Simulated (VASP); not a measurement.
# Hf3N2 (R-3m) in VASP: single point with LDA

Aim: the single point of Hf3N2 with LDA.

Program: VASP 6.6.1. These are calculated values, not measurements. Logs are shortened: lines on timing, memory, paths and dates and some standing lists are left out, and cuts for length are marked.

### 1 The cell of the first run

It takes space group R-3m (No. 166, trigonal). The conventional cell has a = 3.169 Å, b = 3.169 Å, c = 22.928 Å, α = 90.00°, β = 90.00°, γ = 120.00°. Within 3.2 Å of Hf (site symmetry 3m) lie 3 N at 2.24 Å and 12 Hf at 3.09 to 3.17 Å. Hf (site symmetry -3m) has 6 N at 2.23 Å within 3.0 Å. N (site symmetry 3m) has 6 Hf at 2.23 to 2.24 Å within 3.0 Å.

### 2 Single point, LDA

Input file INCAR:

```
  PREC = Accurate
  ENCUT = 520
  EDIFF = 1E-6
  ISMEAR = 0
  SIGMA = 0.1
  LREAL = False
  LASPH = True
  NELM = 60
  ALGO = Normal
  ISIF = 2
  LWAVE = False
  LCHARG = True
  LELF = True
  LVHAR = True
  NBANDS = 28
```

Input file KPOINTS:

```
Automatic mesh
0
Gamma
  12 12 12
```

Input file POSCAR:

```
Hf3N2
1.0
    1.5843018058      0.9146970741      7.6426129951
   -1.5843018058      0.9146970741      7.6426129951
    0.0000000000     -1.8293941481      7.6426129951
Hf N
3 2
Direct
    0.7789115268      0.7789115268      0.7789115268
    0.2210884732      0.2210884732      0.2210884732
    0.0000000000      0.0000000000      0.0000000000
    0.6109372511      0.6109372511      0.6109372511
    0.3890627489      0.3890627489      0.3890627489
```

Potentials or basis: VASP PAW LDA potentials, release 64 (Hf_pv, N).

Command:

```bash
cat potpaw_LDA.64/Hf_pv/POTCAR potpaw_LDA.64/N/POTCAR > POTCAR
mpirun -np 1 vasp_std > vasp.out
```

OUTCAR:

```text
PREC = Accurate
   ENCUT = 520
   EDIFF = 1E-6
   ISMEAR = 0
   LREAL = False
   LASPH = True
   NELM = 60
   ISIF = 2

 ion  position               nearest neighbor table
   1  0.779  0.779  0.779-   5 2.24   5 2.24   5 2.24   2 3.09   2 3.09   2 3.09   3 3.16   3 3.16
                             3 3.16
   2  0.221  0.221  0.221-   4 2.24   4 2.24   4 2.24   1 3.09   1 3.09   1 3.09   3 3.16   3 3.16
                             3 3.16
   3  0.000  0.000  0.000-   4 2.23   4 2.23   5 2.23   5 2.23   4 2.23   5 2.23   2 3.16   1 3.16
                             2 3.16   1 3.16   2 3.16   1 3.16
   4  0.611  0.611  0.611-   3 2.23   3 2.23   3 2.23   2 2.24   2 2.24   2 2.24
   5  0.389  0.389  0.389-   3 2.23   3 2.23   3 2.23   1 2.24   1 2.24   1 2.24

  LATTYP: Found a trigonal (rhomboedric) cell.
 ALAT       =     7.8585123492
 COS(alpha) =     0.9187122411

  Lattice vectors:

 A1 = (   1.5843018058,   0.9146970741,   7.6426129951)
 A2 = (  -1.5843018058,   0.9146970741,   7.6426129951)
 A3 = (   0.0000000000,  -1.8293941481,   7.6426129951)

Analysis of symmetry for initial positions (statically):
=====================================================================
 Subroutine PRICEL returns:
 Original cell was already a primitive cell.

 Routine SETGRP: Setting up the symmetry group for a
 trigonal (rhombohedral) supercell.

 Subroutine GETGRP returns: Found 12 space group operations
 (whereof 12 operations were pure point group operations)
 out of a pool of 12 trial point group operations.

The static configuration has the point symmetry D_3d.

Analysis of symmetry for dynamics (positions and initial velocities):
=====================================================================
 Subroutine PRICEL returns:
 Original cell was already a primitive cell.

 Routine SETGRP: Setting up the symmetry group for a
 trigonal (rhombohedral) supercell.

 Subroutine GETGRP returns: Found 12 space group operations
 (whereof 12 operations were pure point group operations)
 out of a pool of 12 trial point group operations.

The dynamic configuration has the point symmetry D_3d.

 Subroutine INISYM returns: Found 12 space group operations
 (whereof 12 operations are pure point group operations),
 and found     1 'primitive' translations

----------------------------------------------------------------------------------------

                                     Primitive cell

  volume of cell :      66.4520

  direct lattice vectors                    reciprocal lattice vectors
     1.584301806  0.914697074  7.642612995     0.315596434  0.182209686  0.043615100
    -1.584301806  0.914697074  7.642612995    -0.315596434  0.182209686  0.043615100
     0.000000000 -1.829394148  7.642612995     0.000000000 -0.364419372  0.043615100

  length of vectors
     7.858512349  7.858512349  7.858512349     0.367020103  0.367020103  0.367020103

  position of ions in fractional coordinates (direct lattice)
     0.778911527  0.778911527  0.778911527
     0.221088473  0.221088473  0.221088473
     0.000000000  0.000000000  0.000000000
     0.610937251  0.610937251  0.610937251
     0.389062749  0.389062749  0.389062749

  ion indices of the primitive-cell ions
   primitive index   ion index
                 1           1
                 2           2
                 3           3
                 4           4
                 5           5

----------------------------------------------------------------------------------------

 KPOINTS: Automatic mesh

Automatic generation of k-mesh.
 Grid dimensions read from file:
 generate k-points for:   12   12   12

 Generating k-lattice:

  Cartesian coordinates                     Fractional coordinates (reciprocal lattice)
     0.026299703  0.015184141  0.003634592     0.083333333  0.000000000  0.000000000
    -0.026299703  0.015184141  0.003634592     0.000000000  0.083333333  0.000000000
     0.000000000 -0.030368281  0.003634592     0.000000000  0.000000000  0.083333333

  Length of vectors
     0.030585009  0.030585009  0.030585009

  Shift w.r.t. Gamma in fractional coordinates (k-lattice)
     0.000000000  0.000000000  0.000000000

 Subroutine IBZKPT returns following result:
 ===========================================

 Found    189 irreducible k-points:

 Following reciprocal coordinates:
            Coordinates               Weight
  0.000000  0.000000  0.000000      1.000000
  0.083333  0.000000  0.000000      6.000000
  0.166667  0.000000  0.000000      6.000000
  0.250000 -0.000000  0.000000      6.000000
  0.333333  0.000000  0.000000      6.000000
  0.416667  0.000000  0.000000      6.000000
[... 16 lines left out ...]
  0.500000  0.166667 -0.000000     12.000000
 -0.416667  0.166667  0.000000     12.000000
 [... further k-points ...]
   k-points           NKPTS =    189   k-points in BZ     NKDIM =    189   number of bands    NBANDS=     28
   number of dos      NEDOS =    301   number of ions     NIONS =      5
   total plane-waves  NPLWV = 216000
   dimension x,y,z NGX =    60 NGY =   60 NGZ =   60
   dimension x,y,z NGXF=   120 NGYF=  120 NGZF=  120
   ions per type =               3   2
   NGX,Y,Z   is equivalent  to a cutoff of  12.69, 12.69, 12.69 a.u.
   NGXF,Y,Z  is equivalent  to a cutoff of  25.39, 25.39, 25.39 a.u.
 SYSTEM =  unknown system
   PREC   = accura    normal or accurate (medium, high low for compatibility)
   ISTART =      0    job   : 0-new  1-cont  2-samecut
   ICHARG =      2    charge: 1-file 2-atom 10-const
   ISPIN  =      1    spin polarized calculation?
   LNONCOLLINEAR =      F non collinear calculations
   LSORBIT =      F    spin-orbit coupling
   LASPH  =      T    aspherical Exc in radial PAW
   ENCUT  =  520.0 eV  38.22 Ry    6.18 a.u.  14.61 14.61 14.61*2*pi/ulx,y,z
   NELM   =     60;   NELMIN=  2; NELMDL= -5     # of ELM steps
   EDIFF  = 0.1E-05   stopping-criterion for ELM
   LREAL  =      F    real-space projection
[... 7 lines left out ...]
   TEBEG  =    0.0;   TEEND  =   0.0 temperature during run
   PSTRESS=    0.0 pullay stress
   NELECT =      40.0000    total number of electrons
   NUPDOWN=      -1.0000    fix difference up-down
   EMIN   =  10.00;   EMAX   =-10.00  energy-range for DOS
   EFERMI =   0.00;   METHOD = LEGACY
   ISMEAR =     0;   SIGMA  =   0.10  broadening in eV -4-tet -1-fermi 0-gaus
   EFERMI_NEDOS =   21; number of points for ismear=-14 and -15
   IALGO  =     38    algorithm
   IMIX   =      4    mixing-type and parameters
     AMIX     =   0.40;   BMIX     =  1.00
     AMIX_MAG =   1.60;   BMIX_MAG =  1.00
  volume/ion in A,a.u.               =      13.29        89.69
  Fermi-wavevector in a.u.,A,eV,Ry     =   1.382267  2.612107 25.996149  1.910663
  Thomas-Fermi vector in A             =   2.506975
   LORBIT       =      0    0 simple, 1 ext, 2 COOP (PROOUT), +10 PAW based schemes
   GGA     = CA    functional components
   LHFCALC =     F    Hartree Fock is set to
   AEXX    =    0.0000 exact exchange contribution
   IVDW    =     0    specifies the selected vdW correction
   LEPSILON=     F    determine dielectric tensor
   LRPA    =     F    only Hartree local field effects (RPA)
 non-spin polarized calculation
 Gauss-broadening in eV      SIGMA  =   0.10
  energy-cutoff  :      520.00
  volume of cell :       66.45
 maximum number of plane-waves:      1808
   NGX = 29   NGY = 29   NGZ = 29

 number of electron      39.9999999 magnetization

 Free energy of the ion-electron system (eV)
  ---------------------------------------------------
  ext. energy  EPLUGINS =         0.00000000
  ---------------------------------------------------
  free energy    TOTEN  =       -58.69762207 eV

  energy without entropy =      -58.68927912  energy(sigma->0) =      -58.69345059

 E-fermi :   6.8165     XC(G=0): -12.6487

 val. band max:        6.8124165133   @ k =  -0.0833   0.0833   0.0833
 cond. band min:       6.8185113629   @ k =  -0.3333  -0.4167   0.2500
 fundamental gap:      0.0060948496
 Fermi energy:         6.8165432814

 k-point     1 :       0.0000    0.0000    0.0000
  band No.  band energies     occupation
      1     -24.4623      2.00000
      2     -23.8635      2.00000
      3     -23.8635      2.00000
      4     -23.6913      2.00000
      5     -23.0719      2.00000
      6     -23.0113      2.00000
[... 20 lines left out ...]
     27       9.7628      0.00000
     28      10.8091      0.00000

 k-point     2 :       0.0833    0.0000    0.0000
  band No.  band energies     occupation
      1     -24.4482      2.00000
      2     -23.9374      2.00000
      3     -23.8760      2.00000
      4     -23.6575      2.00000
      5     -23.1026      2.00000
      6     -23.0325      2.00000
[... 20 lines left out ...]
     27       9.9624      0.00000
     28      10.5599      0.00000

 k-point     3 :       0.1667    0.0000    0.0000
  band No.  band energies     occupation
      1     -24.4093      2.00000
      2     -24.1057      2.00000
      3     -23.9099      2.00000
      4     -23.5975      2.00000
      5     -23.2110      2.00000
      6     -23.1361      2.00000
[... 20 lines left out ...]
     27      10.4458      0.00000
     28      11.1643      0.00000

 k-point     4 :       0.2500   -0.0000    0.0000
  band No.  band energies     occupation
      1     -24.3608      2.00000
      2     -24.3087      2.00000
      3     -23.9557      2.00000
      4     -23.5438      2.00000
      5     -23.3639      2.00000
      6     -23.3033      2.00000
[... 578 lines left out ...]
     27      11.9098      0.00000
     28      12.2487      0.00000

 k-point    23 :       0.5000    0.1667   -0.0000
  band No.  band energies     occupation
      1     -24.5982      2.00000
      2     -24.2380      2.00000
      3     -24.1661      2.00000
      4     -23.6329      2.00000
      5     -23.5944      2.00000
      6     -23.3573      2.00000
[... 20 lines left out ...]
     27      12.2769      0.00000
     28      12.7372      0.00000

 k-point    24 :      -0.4167    0.1667    0.0000
  band No.  band energies     occupation
      1     -24.6319      2.00000
      2     -24.2239      2.00000
      3     -24.1899      2.00000
      4     -23.6576      2.00000
      5     -23.6195      2.00000
      6     -23.3221      2.00000
[... 20 lines left out ...]
     27      12.0057      0.00000
     28      12.9582      0.00000

 [... further k-points ...]

------------------------ aborting loop because EDIFF is reached ----------------------------------------

  FORCE on cell =-STRESS in cart. coord.  units (eV):
  Direction    XX          YY          ZZ          XY          YZ          ZX
  --------------------------------------------------------------------------------------
  -------------------------------------------------------------------------------------
  Total       -0.2569687     -0.2569687     -0.1494027      0.0000000     -0.0000000      0.0000000
  in kB       -6.1955880     -6.1955880     -3.6021415      0.0000000     -0.0000000      0.0000000
  external PRESSURE =      -5.3311058 kB  Pullay stress =       0.0000000 kB

 VOLUME and BASIS-vectors are now :
 -----------------------------------------------------------------------------
  energy-cutoff  :      520.00
  volume of cell :       66.45
      direct lattice vectors                 reciprocal lattice vectors
     1.584301806  0.914697074  7.642612995     0.315596434  0.182209686  0.043615100
    -1.584301806  0.914697074  7.642612995    -0.315596434  0.182209686  0.043615100
     0.000000000 -1.829394148  7.642612995     0.000000000 -0.364419372  0.043615100

 POSITION                                       TOTAL-FORCE (eV/Angst)
 -----------------------------------------------------------------------------------
      0.00000      0.00000     17.85876         0.000000     -0.000000     -0.083593
      0.00000      0.00000      5.06908         0.000000      0.000000      0.083593
      0.00000      0.00000      0.00000         0.000000     -0.000000     -0.000000
      0.00000      0.00000     14.00747         0.000000      0.000000      0.018512
      0.00000      0.00000      8.92037         0.000000     -0.000000     -0.018512
 -----------------------------------------------------------------------------------
    total drift:                                0.000000     -0.000000      0.000000

  FREE ENERGIE OF THE ION-ELECTRON SYSTEM (eV)
  ---------------------------------------------------
  free  energy   TOTEN  =       -58.6976220670 eV

  energy  without entropy=      -58.6892791221  energy(sigma->0) =      -58.69345059
```

It took 21 min on 1 thread of Intel Xeon Platinum 8488C (Sapphire Rapids), shared host; peak memory 0.54 GiB.

What came out:

- Free energy: -58.6976 eV
- Pressure: -0.5 GPa
- Largest force: 0.084 eV/Å
- Band gap on the k mesh: zero (bands 20 and 21 overlap by 0.94 eV)

Forces on the atoms (eV/Å):
```
Hf   0.000  0.000 -0.084
Hf   0.000  0.000  0.084
Hf   0.000  0.000  0.000
N    0.000  0.000  0.019
N    0.000  0.000 -0.019
```

Stress tensor (GPa, compression positive):
```
-0.62  0.00  0.00
 0.00 -0.62  0.00
 0.00  0.00 -0.36
```

Caveat: spin-orbit coupling is left out, which moves the levels of the heavy elements.
